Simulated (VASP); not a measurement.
A run of VASP 6.6.1 is set up as follows.

INCAR

```
ALGO = Normal
EDIFF = 1E-6
ENCUT = 520
GGA = CA
ISIF = 2
ISMEAR = -1
LASPH = T
LCHARG = F
LREAL = F
LWAVE = F
NBANDS = 12
NELM = 80
PREC = Accurate
SIGMA = 0.094
```

The input KPOINTS:

```
k-points
0
Gamma
  4 4 4
```

File POSCAR:

```
Hg
1.0
    0.0000000000      2.3919113801      2.3919113801
    2.3919113801      0.0000000000      2.3919113801
    2.3919113801      2.3919113801      0.0000000000
Hg
1
Direct
    0.0000000000      0.0000000000      0.0000000000
```

Potentials or basis: VASP PAW LDA potentials, release 64 (Hg).

Command:

```bash
$ cat potpaw_LDA.64/Hg/POTCAR > POTCAR
$ mpirun -np 1 vasp_std > vasp.out
```

**Question.** Estimate the band gap on the k mesh.

**Answer.** Zero (band 6 reaches 1.26 eV, above the bottom of band 7 at 0.32 eV).

**Question.** Estimate the pressure.

**Answer.** -6.3 GPa.

Caveat: the k points lie up to 0.57 Å⁻¹ apart; spin-orbit coupling is left out, which moves the levels of the heavy elements.
